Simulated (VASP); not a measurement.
# ZnSe (F-43m) in VASP: notebook

The runs below take ZnSe through single point, relaxation of cell and atoms, with LDA.

Program: VASP 6.6.1. These are calculated values, not measurements. Logs are shortened: lines on timing, memory, paths and dates and some standing lists are left out, and cuts for length are marked.

**Experimental background.**

“Alloy Disordering Effects on the Thermal Conductivity and Energy Gap Temperature Dependence of Cd1−xZnxSe Ternary Crystals Grown by the Bridgman Method”, 2023, pmc:10253836 reports, for a bulk crystal of ZnSe at 300 K: band gap 2.695 ± 0.003 eV (an exciton energy, a little under the gap).

The runs below are set against these values where they give the same quantity.

## 1. The cell of the first run

The structure is cubic, space group F-43m (No. 216). The conventional cell has a = 5.568 Å, b = 5.568 Å, c = 5.568 Å, α = 90.00°, β = 90.00°, γ = 90.00°. Within 3.2 Å of Zn (site symmetry -43m) lie 4 Se at 2.41 Å. Se (site symmetry -43m) has 4 Zn at 2.41 Å within 3.2 Å.

## 2. Single point, LDA

INCAR reads:

```
ALGO     = Normal         # electronic algorithm
EDIFF    = 1E-6           # SCF threshold, eV
ENCUT    = 520            # plane-wave cutoff, eV
GGA      = CA             # functional
ISIF     = 2              # what is computed and relaxed
ISMEAR   = 0              # smearing method
LASPH    = T              # aspherical terms in the spheres
LCHARG   = F              # write CHGCAR
LREAL    = F              # projectors in reciprocal space
LWAVE    = F              # write WAVECAR
NBANDS   = 16             # bands
NELM     = 60             # most SCF steps
PREC     = Accurate       # precision mode
SIGMA    = 0.01           # smearing width, eV
```

KPOINTS reads:

```
k-points
0
Gamma
  8 8 8
```

POSCAR reads:

```
ZnSe
1.0
    0.0000000000      2.7837585820      2.7837585820
    2.7837585820      0.0000000000      2.7837585820
    2.7837585820      2.7837585820      0.0000000000
Zn Se
1 1
Direct
    0.0000000000      0.0000000000      0.0000000000
    0.7500000000      0.7500000000      0.7500000000
```

Potentials or basis: VASP PAW LDA potentials, release 64 (Zn, Se).

On the command line:

```bash
> cat potpaw_LDA.64/Zn/POTCAR potpaw_LDA.64/Se/POTCAR > POTCAR
> mpirun -np 1 vasp_std > vasp.out
```

OUTCAR:

```text
EDIFF = 1E-6
   ENCUT = 520
   GGA = CA
   ISIF = 2
   ISMEAR = 0
   LASPH = T
   LREAL = F
   NELM = 60
   PREC = Accurate

 ion  position               nearest neighbor table
   1  0.000  0.000  0.000-   2 2.41   2 2.41   2 2.41   2 2.41
   2  0.750  0.750  0.750-   1 2.41   1 2.41   1 2.41   1 2.41

  LATTYP: Found a face centered cubic cell.
 ALAT       =     5.5675171640

  Lattice vectors:

 A1 = (   0.0000000000,   2.7837585820,   2.7837585820)
 A2 = (   2.7837585820,   0.0000000000,   2.7837585820)
 A3 = (   2.7837585820,   2.7837585820,   0.0000000000)

Analysis of symmetry for initial positions (statically):
=====================================================================
 Subroutine PRICEL returns:
 Original cell was already a primitive cell.

 Routine SETGRP: Setting up the symmetry group for a
 face centered cubic supercell.

 Subroutine GETGRP returns: Found 24 space group operations
 (whereof 24 operations were pure point group operations)
 out of a pool of 48 trial point group operations.

The static configuration has the point symmetry T_d .

Analysis of symmetry for dynamics (positions and initial velocities):
=====================================================================
 Subroutine PRICEL returns:
 Original cell was already a primitive cell.

 Routine SETGRP: Setting up the symmetry group for a
 face centered cubic supercell.

 Subroutine GETGRP returns: Found 24 space group operations
 (whereof 24 operations were pure point group operations)
 out of a pool of 48 trial point group operations.

The dynamic configuration has the point symmetry T_d .

 Subroutine INISYM returns: Found 24 space group operations
 (whereof 24 operations are pure point group operations),
 and found     1 'primitive' translations

----------------------------------------------------------------------------------------

                                     Primitive cell

  volume of cell :      43.1444

  direct lattice vectors                    reciprocal lattice vectors
     0.000000000  2.783758582  2.783758582    -0.179613277  0.179613277  0.179613277
     2.783758582  0.000000000  2.783758582     0.179613277 -0.179613277  0.179613277
     2.783758582  2.783758582  0.000000000     0.179613277  0.179613277 -0.179613277

  length of vectors
     3.936829141  3.936829141  3.936829141     0.311099321  0.311099321  0.311099321

  position of ions in fractional coordinates (direct lattice)
     0.000000000  0.000000000  0.000000000
     0.750000000  0.750000000  0.750000000

  ion indices of the primitive-cell ions
   primitive index   ion index
                 1           1
                 2           2

----------------------------------------------------------------------------------------

 KPOINTS: k-points

Automatic generation of k-mesh.
 Grid dimensions read from file:
 generate k-points for:    8    8    8

 Generating k-lattice:

  Cartesian coordinates                     Fractional coordinates (reciprocal lattice)
    -0.022451660  0.022451660  0.022451660     0.125000000  0.000000000  0.000000000
     0.022451660 -0.022451660  0.022451660     0.000000000  0.125000000  0.000000000
     0.022451660  0.022451660 -0.022451660     0.000000000  0.000000000  0.125000000

  Length of vectors
     0.038887415  0.038887415  0.038887415

  Shift w.r.t. Gamma in fractional coordinates (k-lattice)
     0.000000000  0.000000000  0.000000000

 Subroutine IBZKPT returns following result:
 ===========================================

 Found     29 irreducible k-points:

 Following reciprocal coordinates:
            Coordinates               Weight
  0.000000  0.000000  0.000000      1.000000
  0.125000  0.000000  0.000000      8.000000
  0.250000  0.000000  0.000000      8.000000
  0.375000  0.000000  0.000000      8.000000
  0.500000  0.000000  0.000000      4.000000
  0.125000  0.125000  0.000000      6.000000
[... 16 lines left out ...]
  0.500000  0.250000  0.125000     48.000000
 -0.375000  0.250000  0.125000     24.000000
 [... further k-points ...]
   k-points           NKPTS =     29   k-points in BZ     NKDIM =     29   number of bands    NBANDS=     16
   number of dos      NEDOS =    301   number of ions     NIONS =      2
   total plane-waves  NPLWV =  27000
   dimension x,y,z NGX =    30 NGY =   30 NGZ =   30
   dimension x,y,z NGXF=    60 NGYF=   60 NGZF=   60
   ions per type =               1   1
   NGX,Y,Z   is equivalent  to a cutoff of  12.67, 12.67, 12.67 a.u.
   NGXF,Y,Z  is equivalent  to a cutoff of  25.34, 25.34, 25.34 a.u.
 SYSTEM =  unknown system
   PREC   = accura    normal or accurate (medium, high low for compatibility)
   ISTART =      0    job   : 0-new  1-cont  2-samecut
   ICHARG =      2    charge: 1-file 2-atom 10-const
   ISPIN  =      1    spin polarized calculation?
   LNONCOLLINEAR =      F non collinear calculations
   LSORBIT =      F    spin-orbit coupling
   LASPH  =      T    aspherical Exc in radial PAW
   ENCUT  =  520.0 eV  38.22 Ry    6.18 a.u.   7.32  7.32  7.32*2*pi/ulx,y,z
   NELM   =     60;   NELMIN=  2; NELMDL= -5     # of ELM steps
   EDIFF  = 0.1E-05   stopping-criterion for ELM
   LREAL  =      F    real-space projection
   EDIFFG = 0.1E-04   stopping-criterion for IOM
   NSW    =      0    number of steps for IOM
   IBRION =     -1    ionic relax: 0-MD 1-quasi-New 2-CG
   NFREE  =      0    steps in history (QN), initial steepest desc. (CG)
   ISIF   =      2    stress and relaxation
   ISYM   =      2    0-nonsym 1-usesym 2-fastsym
   POTIM  = 0.5000    time-step for ionic-motion
   TEBEG  =    0.0;   TEEND  =   0.0 temperature during run
   PSTRESS=    0.0 pullay stress
   NELECT =      18.0000    total number of electrons
   NUPDOWN=      -1.0000    fix difference up-down
   EMIN   =  10.00;   EMAX   =-10.00  energy-range for DOS
   EFERMI =   0.00;   METHOD = LEGACY
   ISMEAR =     0;   SIGMA  =   0.01  broadening in eV -4-tet -1-fermi 0-gaus
   EFERMI_NEDOS =   21; number of points for ismear=-14 and -15
   IALGO  =     38    algorithm
   IMIX   =      4    mixing-type and parameters
     AMIX     =   0.40;   BMIX     =  1.00
     AMIX_MAG =   1.60;   BMIX_MAG =  1.00
  volume/ion in A,a.u.               =      21.57       145.58
  Fermi-wavevector in a.u.,A,eV,Ry     =   1.223275  2.311655 20.359781  1.496402
  Thomas-Fermi vector in A             =   2.358392
   LORBIT       =      0    0 simple, 1 ext, 2 COOP (PROOUT), +10 PAW based schemes
   GGA     = CA    functional components
   LHFCALC =     F    Hartree Fock is set to
   AEXX    =    0.0000 exact exchange contribution
   IVDW    =     0    specifies the selected vdW correction
   LEPSILON=     F    determine dielectric tensor
   LRPA    =     F    only Hartree local field effects (RPA)
 non-spin polarized calculation
 Gauss-broadening in eV      SIGMA  =   0.01
  energy-cutoff  :      520.00
  volume of cell :       43.14
 maximum number of plane-waves:      1211
 NGX is ok and might be reduce to    30
   NGX = 15   NGY = 15   NGZ = 15

 number of electron      17.9999987 magnetization

 Free energy of the ion-electron system (eV)
  ---------------------------------------------------
  ext. energy  EPLUGINS =         0.00000000
  ---------------------------------------------------
  free energy    TOTEN  =        -7.37172152 eV

  energy without entropy =       -7.37172152  energy(sigma->0) =       -7.37172152

 E-fermi :   2.1083     XC(G=0):  -9.9380

 val. band max:        1.9920363804   @ k =   0.0000   0.0000   0.0000
 cond. band min:       3.2818260550   @ k =   0.0000   0.0000   0.0000
 fundamental gap:      1.2897896747
 Fermi energy:         2.1082695106

 k-point     1 :       0.0000    0.0000    0.0000
  band No.  band energies     occupation
      1     -11.6548      2.00000
      2      -4.8938      2.00000
      3      -4.8938      2.00000
      4      -4.8938      2.00000
      5      -4.4851      2.00000
      6      -4.4851      2.00000
[... 8 lines left out ...]
     15      13.5824      0.00000
     16      13.5824      0.00000

 k-point     2 :       0.1250    0.0000    0.0000
  band No.  band energies     occupation
      1     -11.5428      2.00000
      2      -4.8899      2.00000
      3      -4.8762      2.00000
      4      -4.8762      2.00000
      5      -4.4869      2.00000
      6      -4.4869      2.00000
[... 8 lines left out ...]
     15      12.6935      0.00000
     16      12.7384      0.00000

 k-point     3 :       0.2500    0.0000    0.0000
  band No.  band energies     occupation
      1     -11.2501      2.00000
      2      -4.8395      2.00000
      3      -4.8377      2.00000
      4      -4.8377      2.00000
      5      -4.4854      2.00000
      6      -4.4854      2.00000
[... 8 lines left out ...]
     15      12.4423      0.00000
     16      12.5632      0.00000

 k-point     4 :       0.3750    0.0000    0.0000
  band No.  band energies     occupation
      1     -10.9178      2.00000
      2      -4.8074      2.00000
      3      -4.8074      2.00000
      4      -4.6347      2.00000
      5      -4.4733      2.00000
      6      -4.4733      2.00000
[... 8 lines left out ...]
     15      13.6260      0.00000
     16      13.6260      0.00000

 k-point     5 :       0.5000    0.0000    0.0000
  band No.  band energies     occupation
      1     -10.7651      2.00000
      2      -4.7978      2.00000
      3      -4.7978      2.00000
      4      -4.4644      2.00000
      5      -4.4644      2.00000
      6      -4.3055      2.00000
[... 8 lines left out ...]
     15      15.2676      0.00000
     16      15.2676      0.00000

 k-point     6 :       0.1250    0.1250    0.0000
  band No.  band energies     occupation
      1     -11.5054      2.00000
      2      -4.9072      2.00000
      3      -4.8609      2.00000
      4      -4.8609      2.00000
      5      -4.4985      2.00000
      6      -4.4771      2.00000
[... 8 lines left out ...]
     15      13.2396      0.00000
     16      13.8094      0.00000
[... 267 lines left out ...]
 k-point    21 :       0.5000    0.5000    0.0000
  band No.  band energies     occupation
      1     -10.4618      2.00000
      2      -4.8891      2.00000
      3      -4.6122      2.00000
      4      -4.6122      2.00000
      5      -4.4304      2.00000
      6      -4.2839      2.00000
[... 8 lines left out ...]
     15      16.1464      0.00000
     16      16.6184      0.00000

 k-point    22 :       0.3750    0.2500    0.1250
  band No.  band energies     occupation
      1     -11.0201      2.00000
      2      -4.8606      2.00000
      3      -4.7826      2.00000
      4      -4.7560      2.00000
      5      -4.5029      2.00000
      6      -4.4572      2.00000
[... 8 lines left out ...]
     15      14.3642      0.00000
     16      15.5430      0.00000

 k-point    23 :       0.5000    0.2500    0.1250
  band No.  band energies     occupation
      1     -10.7416      2.00000
      2      -4.7948      2.00000
      3      -4.7565      2.00000
      4      -4.6227      2.00000
      5      -4.4726      2.00000
      6      -4.4159      2.00000
[... 8 lines left out ...]
     15      14.6823      0.00000
     16      15.7688      0.00000

 k-point    24 :      -0.3750    0.2500    0.1250
  band No.  band energies     occupation
      1     -10.6167      2.00000
      2      -4.7847      2.00000
      3      -4.7395      2.00000
      4      -4.5261      2.00000
      5      -4.4780      2.00000
      6      -4.2460      2.00000
[... 8 lines left out ...]
     15      14.7905      0.00000
     16      15.6713      0.00000

 [... further k-points ...]

------------------------ aborting loop because EDIFF is reached ----------------------------------------

  FORCE on cell =-STRESS in cart. coord.  units (eV):
  Direction    XX          YY          ZZ          XY          YZ          ZX
  --------------------------------------------------------------------------------------
  -------------------------------------------------------------------------------------
  Total        0.0992691      0.0992691      0.0992691      0.0000000     -0.0000000     -0.0000000
  in kB        3.6863803      3.6863803      3.6863803      0.0000000     -0.0000000     -0.0000000
  external PRESSURE =       3.6863803 kB  Pullay stress =       0.0000000 kB

 VOLUME and BASIS-vectors are now :
 -----------------------------------------------------------------------------
  energy-cutoff  :      520.00
  volume of cell :       43.14
      direct lattice vectors                 reciprocal lattice vectors
     0.000000000  2.783758582  2.783758582    -0.179613277  0.179613277  0.179613277
     2.783758582  0.000000000  2.783758582     0.179613277 -0.179613277  0.179613277
     2.783758582  2.783758582  0.000000000     0.179613277  0.179613277 -0.179613277

 POSITION                                       TOTAL-FORCE (eV/Angst)
 -----------------------------------------------------------------------------------
      0.00000      0.00000      0.00000        -0.000000     -0.000000     -0.000000
      4.17564      4.17564      4.17564         0.000000      0.000000      0.000000
 -----------------------------------------------------------------------------------
    total drift:                                0.000000      0.000000     -0.000000

  FREE ENERGIE OF THE ION-ELECTRON SYSTEM (eV)
  ---------------------------------------------------
  free  energy   TOTEN  =        -7.3717215179 eV

  energy  without entropy=       -7.3717215179  energy(sigma->0) =       -7.37172152
```

It took 8.8 s on 1 thread of Intel Xeon 6975P-C (Granite Rapids), shared host; peak memory 0.15 GiB.

Results:

```yaml
Free_energy: -7.3717 eV
Pressure: 0.4 GPa
Band_gap_on_the_k_mesh: 1.29 eV
```

Levels at points of the mesh, in eV from the valence-band top:
| k point | band 6 | band 7 | band 8 | band 9 | band 10 | band 11 | band 12 | band 13 |
| --- | --- | --- | --- | --- | --- | --- | --- | --- |
| (0.00, 0.00, 0.00) | -6.48 | 0.00 | 0.00 | 0.00 | 1.29 | 5.68 | 5.68 | 5.68 |
| (0.50, 0.00, 0.00) | -6.30 | -5.64 | -0.96 | -0.96 | 2.47 | 6.27 | 6.27 | 8.49 |
| (0.50, 0.50, 0.00) | -6.28 | -5.07 | -2.40 | -2.40 | 2.69 | 3.31 | 10.93 | 11.46 |

## 3. Single point, LDA

INCAR reads:

```
SYSTEM = ZnSe
PREC = Accurate
ENCUT = 520
EDIFF = 1E-6
ISMEAR = 0
SIGMA = 0.01
LREAL = .False.
LASPH = .True.
NELM = 80
ALGO = Normal
ISIF = 2
LWAVE = .False.
LCHARG = .False.
GGA = CA
NBANDS = 16
```

KPOINTS reads:

```
Automatic mesh
0
Gamma
  8 8 8
  0 0 0
```

POSCAR reads:

```
ZnSe
1.0
    0.0000000000      2.7837680231      2.7837680231
    2.7837680231      0.0000000000      2.7837680231
    2.7837680231      2.7837680231      0.0000000000
Zn Se
1 1
Direct
    0.0000000000      0.0000000000      0.0000000000
    0.7500000000      0.7500000000      0.7500000000
```

Potentials or basis: VASP PAW LDA potentials, release 64 (Zn, Se).

On the command line:

```bash
> cat potpaw_LDA.64/Zn/POTCAR potpaw_LDA.64/Se/POTCAR > POTCAR
> mpirun -np 1 vasp_std > vasp.out
```

Wall time 8.5 s (1 thread of Intel Xeon 6975P-C (Granite Rapids), shared host); peak memory 0.15 GiB.

It converged, with:

- Free energy: -7.3717 eV
- Pressure: 0.4 GPa
- Band gap on the k mesh: 1.29 eV

Levels at points of the mesh, in eV from the valence-band top:
| k point | band 7 | band 8 | band 9 | band 10 | band 11 | band 12 |
| --- | --- | --- | --- | --- | --- | --- |
| (0.00, 0.00, 0.00) | 0.00 | 0.00 | 0.00 | 1.29 | 5.68 | 5.68 |
| (0.50, 0.00, 0.00) | -5.64 | -0.96 | -0.96 | 2.47 | 6.27 | 6.27 |
| (0.50, 0.50, 0.00) | -5.07 | -2.40 | -2.40 | 2.69 | 3.31 | 10.93 |

(Part 1 of 2 ends here.)
